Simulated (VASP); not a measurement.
Wanted: the native input for a VASP 6.6.1 run.

```yaml
Task: single point
Functional: PBE
Potentials_or_basis: VASP PAW PBE potentials, release 64 (Ga_d, N)
Cutoff: 520 eV
k_mesh: 12 × 12 × 6
Occupations: gaussian, width 0.02 eV
Spin: no spin polarisation
Dipole_correction: no
Further_INCAR_settings: ALGO = Normal; EDIFF = 1e-06; NBANDS = 26
```

The structure of GaN lies in POSCAR:

```
GaN
1.0
    3.2655734514      0.0000000000      0.0000000000
   -1.6327867257      2.8280695668      0.0000000000
    0.0000000000      0.0000000000      4.8400770600
Ga N
2 2
Direct
    0.3333333333      0.6666666667     -0.0294270739
    0.6666666667      0.3333333333      0.4990524996
    0.3333333333      0.6666666667      0.3994249297
    0.6666666667      0.3333333333      0.8809496446
```

This cell differs from its parent crystal: strained and its atoms moved.

One way to write it, as run:

INCAR

```
ALGO     = Normal         # electronic algorithm
EDIFF    = 1E-6           # SCF threshold, eV
ENCUT    = 520            # plane-wave cutoff, eV
GGA      = PE             # functional
ISIF     = 2              # what is computed and relaxed
ISMEAR   = 0              # smearing method
LASPH    = True           # aspherical terms in the spheres
LCHARG   = True           # write CHGCAR
LELF     = True           # ELF
LREAL    = False          # projectors in reciprocal space
LVHAR    = True         
LWAVE    = False          # write WAVECAR
NBANDS   = 26             # bands
NELM     = 80             # most SCF steps
PREC     = Accurate       # precision mode
SIGMA    = 0.02           # smearing width, eV
```

KPOINTS

```
k-points
0
Gamma
  12 12 6
```

Potentials or basis: VASP PAW PBE potentials, release 64 (Ga_d, N).

Command:

```sh
$ cat potpaw_PBE.64/Ga_d/POTCAR potpaw_PBE.64/N/POTCAR > POTCAR
$ mpirun -np 1 vasp_std > vasp.out
```

It gave:

| Property | Result |
| --- | --- |
| Pressure | 10.6 GPa |
| Largest force | 1.938 eV/Å |
| Band gap on the k mesh | 1.72 eV, direct |

Caveat: the cell differs from its parent crystal (strained and its atoms moved); forces of over 1 eV/Å act on the atoms, so gaps and moduli don't describe the material at rest.

Wall time 34 s on 1 thread of Intel(R) Xeon(R) 6975P-C (Granite Rapids), with other jobs on the host, peak memory 0.22 GiB.
